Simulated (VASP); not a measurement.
A run of VASP 6.6.1 is set up as follows.

Contents of POSCAR:

```
AlN
1.0
    0.0000000000      2.2015871026      2.2015871026
    2.2015871026      0.0000000000      2.2015871026
    2.2015871026      2.2015871026      0.0000000000
Al N
1 1
Direct
    0.0000000000      0.0000000000      0.0000000000
    0.7500000000      0.7500000000      0.7500000000
```

INCAR.step1

```
SYSTEM = AlN
ALGO = Normal
EDIFF = 1E-4
ENCUT = 520
GGA = PE
ISMEAR = 0
ISYM = 0
LASPH = .True.
LCHARG = .False.
LREAL = .False.
LWAVE = .True.
NBANDS = 11
NELM = 80
PREC = Accurate
SIGMA = 0.02
```

File INCAR.step2:

```
SYSTEM = AlN
ALGO = Normal
EDIFF = 1E-6
ENCUT = 520
ISIF = 2
ISMEAR = 0
ISTART = 1
ISYM = 0
LASPH = .True.
LCHARG = .True.
LELF = .True.
LMIXTAU = .True.
LREAL = .False.
LVHAR = .True.
LWAVE = .False.
METAGGA = R2SCAN
NBANDS = 11
NELM = 80
PREC = Accurate
SIGMA = 0.02
```

KPOINTS

```
k-points
0
Gamma
  10 10 10
  0 0 0
```

Potentials or basis: VASP PAW PBE potentials, release 64 (Al, N).

Launch:

```bash
$ cat potpaw_PBE.64/Al/POTCAR potpaw_PBE.64/N/POTCAR > POTCAR
$ cp INCAR.step1 INCAR
$ mpirun -np 1 vasp_std > vasp.out
$ cp INCAR.step2 INCAR
$ mpirun -np 1 vasp_std > vasp.out
```

Problem. What does it give for the pressure?

Solution. -5.0 GPa.

Problem. Predict the band gap on the k mesh.

Solution. 3.92 eV, indirect (least direct gap 4.67 eV).

Caveat: the PAW data sets were made with another functional, which shifts forces and pressure a little. r2SCAN opens gaps a little over a GGA but as a rule still falls short of measured ones.
